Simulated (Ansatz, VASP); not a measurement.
# Two plane-wave programs on Ru

INCAR

```
SYSTEM = Ru
  PREC = Accurate
  ENCUT = 520
  EDIFF = 1E-6
  ISMEAR = 0
  SIGMA = 0.15
  LREAL = .FALSE.
  LASPH = .TRUE.
  NELM = 80
  ALGO = Fast
  ISIF = 2
  LWAVE = .FALSE.
  LCHARG = .FALSE.
  GGA = CA
  NBANDS = 21
```

Contents of KPOINTS:

```
regular mesh
0
G
  21 21 10
  0 0 0
```

The input POSCAR:

```
Ru
1.0
    2.6740588025      0.0000000000      0.0000000000
   -1.3370294013      2.3158028542      0.0000000000
    0.0000000000      0.0000000000      4.2267610266
Ru
2
Direct
    0.3333333333      0.6666666667      0.2500000000
    0.6666666667      0.3333333333      0.7500000000
```

Input for Ansatz:

```yaml
crystal:
  lattice:
    - [2.6740588025, 0.0, 0.0]
    - [-1.3370294013, 2.3158028542, 0.0]
    - [0.0, 0.0, 4.2267610266]
  atoms:
    - { symbol: Ru, position: [0.3333333333, 0.6666666667, 0.25] }
    - { symbol: Ru, position: [0.6666666667, 0.3333333333, 0.75] }
basis:
  ecutwfc: 420
kpoints:
  mp_grid: { grid: [21, 21, 10] }
hamiltonian:
  xc: lda
  pseudopotentials: { kind: paw, azcp: { folder: soft_1 } }
scf:
  occupations: { method: gaussian, width: 0.15 }
output:
  forces: true
  stress: true
  eigenvalues: true
  write_density: true
  write_potential: true
  elf: true
  volumetric_format: npy
```

Alike in both runs: task single point; functional LDA; k mesh 21 × 21 × 10; occupations gaussian, width 0.15 eV; no spin polarisation.

```csv
,VASP,Ansatz
version,VASP 6.6.1,Ansatz 0.2.0
potentials or method,"VASP PAW LDA potentials, release 64 (Ru_pv), cutoff 520 eV","scalar-relativistic, plane waves, PAW"
valence electrons in the cell,28,32
```

|  | VASP | Ansatz | Ansatz less VASP |
| --- | --- | --- | --- |
| gap on the k mesh at the Fermi level (eV) | none | none | - |
| pressure (GPa) | 1.0 | 0.1 | -0.90 |
| traceless stress, the component that is largest in VASP (GPa) | -0.09 | -0.17 | -0.072 |

Ansatz warns that its potentials were made for another functional, while VASP's fit it. LDA's correlation is that of Perdew and Zunger in VASP and of Perdew and Wang (1992) in Ansatz. A gap of «none» marks a metal or a gap that the smearing closes. VASP's potentials hold 28 valence electrons a cell and Ansatz's 32, so a difference there can come from the potentials and not from the codes.
